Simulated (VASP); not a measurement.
BaTiO3, 5 atoms in the cell. Symmetry: P4mm, No. 99, tetragonal system. Conventional cell: a = 4.045 Å, b = 4.045 Å, c = 4.328 Å, α = 90.00°, β = 90.00°, γ = 90.00°. Ba (site symmetry 4mm) has 12 O at 2.87 to 3.06 Å and 8 Ti at 3.54 to 3.63 Å within 3.8 Å. Within 2.5 Å of Ti (site symmetry 4mm) lie 6 O at 1.87 to 2.46 Å. O (site symmetry 4mm) has 2 Ti at 1.87 to 2.46 Å within 2.5 Å. Within 2.7 Å of O (site symmetry 2mm) lie 2 Ti at 2.03 Å.  This cell differs from its parent crystal: strain +0.015 along x and y, +0.030 along z.

| Quantity | Value |
| --- | --- |
| Program | VASP 6.6.1 |
| Task | single point |
| Functional | PBE |
| Potentials or basis | VASP PAW PBE potentials, release 64 (Ba_sv, Ti_sv, O) |
| Cutoff | 520 eV |
| k mesh | 8 × 8 × 6 |
| Occupations | gaussian, width 0.05 eV |
| Spin | no spin polarisation |
| Dipole correction | no |
| Further INCAR settings | ALGO = Normal; EDIFF = 1e-06; NBANDS = 28 |

Potentials or basis: VASP PAW PBE potentials, release 64 (Ba_sv, Ti_sv, O).

Run with:

```console
$ cat potpaw_PBE.64/Ba_sv/POTCAR potpaw_PBE.64/Ti_sv/POTCAR potpaw_PBE.64/O/POTCAR > POTCAR
$ mpirun -np 1 vasp_std > vasp.out
```

Hardware: 1 thread of Intel(R) Xeon(R) Platinum 8259CL CPU @ 2.50GHz (Skylake/Cascade Lake) (shared host).

Estimate the wall time of this run.

Run time: 110 s on 1 thread of Intel(R) Xeon(R) Platinum 8259CL CPU @ 2.50GHz (Skylake/Cascade Lake), with other jobs on the host, peak memory 0.26 GiB. Counts: scf iterations 16, k points 60.
